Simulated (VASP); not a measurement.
A run of VASP 6.6.1 is set up as follows.

File POSCAR:

```
AlNi2
1.0
    3.9740030242      0.0000000000      0.0000000000
   -1.9870015121      3.4415875737      0.0000000000
    0.0000000000      0.0000000000      4.9042588200
Al Ni
2 4
Direct
    0.3333333333      0.6666666667      0.1898740600
    0.6666666667      0.3333333333      0.8101259400
    0.3333333333      0.6666666667      0.6851100400
    0.6666666667      0.3333333333      0.3148899600
    0.0000000000      0.0000000000      0.5000000000
    0.0000000000      0.0000000000      0.0000000000
```

Contents of INCAR.step1:

```
  PREC = Accurate
  ENCUT = 520
  ISMEAR = 0
  SIGMA = 0.01
  LREAL = F
  LASPH = T
  NELM = 100
  NBANDS = 32
  GGA = PE
  ALGO = Normal
  EDIFF = 1E-4
  LWAVE = T
  LCHARG = F
```

Contents of INCAR.step2:

```
  PREC = Accurate
  ENCUT = 520
  EDIFF = 1E-6
  ISMEAR = 0
  SIGMA = 0.01
  LREAL = F
  LASPH = T
  NELM = 100
  ALGO = Normal
  ISIF = 2
  LWAVE = F
  LCHARG = T
  METAGGA = R2SCAN
  LMIXTAU = T
  LELF = T
  LVHAR = T
  NBANDS = 32
  ISTART = 1
```

Contents of KPOINTS:

```
Automatic mesh
0
Gamma
  6 6 4
```

Potentials or basis: VASP PAW PBE potentials, release 64 (Al, Ni).

The run is started by

```sh
$ cat potpaw_PBE.64/Al/POTCAR potpaw_PBE.64/Ni/POTCAR > POTCAR
$ cp INCAR.step1 INCAR
$ mpirun -np 1 vasp_std > vasp.out
$ cp INCAR.step2 INCAR
$ mpirun -np 1 vasp_std > vasp.out
```

Task: What does it give for the pressure?

Result: 0.7 GPa.

Task: Estimate the band gap on the k mesh.

Result: Zero (bands 23 and 24 overlap by 4.36 eV).

Task: What does it give for the largest force?

Result: 0.023 eV/Å.

Forces on the atoms (eV/Å):
```
Al   0.000  0.000 -0.012
Al   0.000  0.000  0.012
Ni   0.000  0.000 -0.023
Ni   0.000  0.000  0.023
Ni   0.000  0.000  0.000
Ni   0.000  0.000  0.000
```

Caveat: the PAW data sets were made with another functional, which shifts forces and pressure a little. Spin polarisation is off, so any magnetic state and its effect on volume and gap are missing.
